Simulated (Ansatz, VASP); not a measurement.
One calculation of NaH, two programs

```
CELL_PARAMETERS angstrom
3.93336 0.00000 0.00000
-1.96668 3.40639 0.00000
0.00000 0.00000 4.82716
ATOMIC_POSITIONS crystal
Na 0.33333 0.66667 0.25000
Na 0.66667 0.33333 0.75000
H 0.66667 0.33333 0.25000
H 0.33333 0.66667 0.75000
```

Alike in both runs: task single point; functional PBE; k mesh 6 × 6 × 4; no spin polarisation.

|  | VASP | Ansatz |
| --- | --- | --- |
| version | VASP 6.6.1 | Ansatz 0.2.0 |
| potentials or method | VASP PAW PBE potentials, release 64 (Na_pv, H) | plane waves, PAW |
| plane-wave cutoff (eV) | 520 | 420 |
| occupations | gaussian, width 0.01 eV | fixed |
| valence electrons in the cell | 16 | 20 |

|  | VASP | Ansatz | Ansatz less VASP |
| --- | --- | --- | --- |
| gap on the k mesh at the Fermi level (eV) | 3.35 | 3.35 | -0.001 |
| pressure (GPa) | 0.6 | 0.6 | +0.03 |

VASP's potentials hold 16 valence electrons a cell and Ansatz's 20, so a difference there can come from the potentials and not from the codes.
